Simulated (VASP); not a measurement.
Wanted: the native input for a VASP 6.6.1 run.

* Task: single point
* Functional: PBE
* Dispersion: D3(BJ)
* Potentials or basis: VASP PAW PBE potentials, release 64 (Ba_sv, O)
* Cutoff: 520 eV
* k mesh: 2 × 2 × 2
* Occupations: gaussian, width 0.1 eV
* Spin: no spin polarisation
* Dipole correction: no
* Further INCAR settings: LREAL = Auto; ALGO = Normal; EDIFF = 1e-07; NBANDS = 97

The structure of Ba16O (a cell with a defect) lies in POSCAR:

```
Ba16O
1.0
   10.0400000000      0.0000000000      0.0000000000
    0.0000000000     10.0400000000      0.0000000000
    0.0000000000      0.0000000000     10.0400000000
Ba O
16 1
Direct
    0.0301681818     -0.0036799098      0.0000116834
    0.4694784397     -0.0036708044      0.0000116768
   -0.0113011815      0.4853426158      0.0000126997
    0.0044916570     -0.0036486260      0.5000121848
    0.2498275059      0.2646956460      0.2611619313
    0.5109712839      0.4853351441      0.0000125972
    0.4951810929     -0.0036405748      0.5000122119
    0.7498382246      0.2418084154      0.2572314770
   -0.0073761227      0.5082457742      0.5000119042
    0.2498439114      0.7537303805      0.2196632626
    0.2498274517      0.2646959666      0.7388623328
    0.5070445247      0.5082384705      0.5000119695
    0.7498315162      0.7536820922      0.2453551661
    0.7498382672      0.2418087458      0.7427928657
    0.2498439326      0.7537301862      0.7803625518
    0.7498315430      0.7536815910      0.7546689285
    0.2498435715      0.8750340863      0.0000113568
```

The input as run:

INCAR

```
  ALGO = Normal
  EDIFF = 1E-7
  ENCUT = 520
  GGA = PE
  ISIF = 2
  ISMEAR = 0
  IVDW = 12
  LASPH = T
  LCHARG = T
  LELF = T
  LREAL = Auto
  LVHAR = T
  LWAVE = F
  NBANDS = 97
  NELM = 60
  PREC = Accurate
  SIGMA = 0.1
```

KPOINTS

```
k-points
0
Gamma
  2 2 2
```

Potentials or basis: VASP PAW PBE potentials, release 64 (Ba_sv, O).

Launch:

```console
$ cat potpaw_PBE.64/Ba_sv/POTCAR potpaw_PBE.64/O/POTCAR > POTCAR
$ mpirun -np 1 vasp_std > vasp.out
```

Results of the run:

| Property | Result |
| --- | --- |
| Pressure | -0.2 GPa |
| Largest force | 0.209 eV/Å |
| Band gap on the k mesh | zero (bands 83 and 84 overlap by 0.41 eV) |
| Dispersion energy per atom | -0.192 eV |

Caveat: spin-orbit coupling is left out, which moves the levels of the heavy elements.

Wall time 18 min on 1 thread of Intel(R) Xeon(R) Platinum 8559C (Emerald Rapids), with other jobs on the host, peak memory 1.2 GiB.
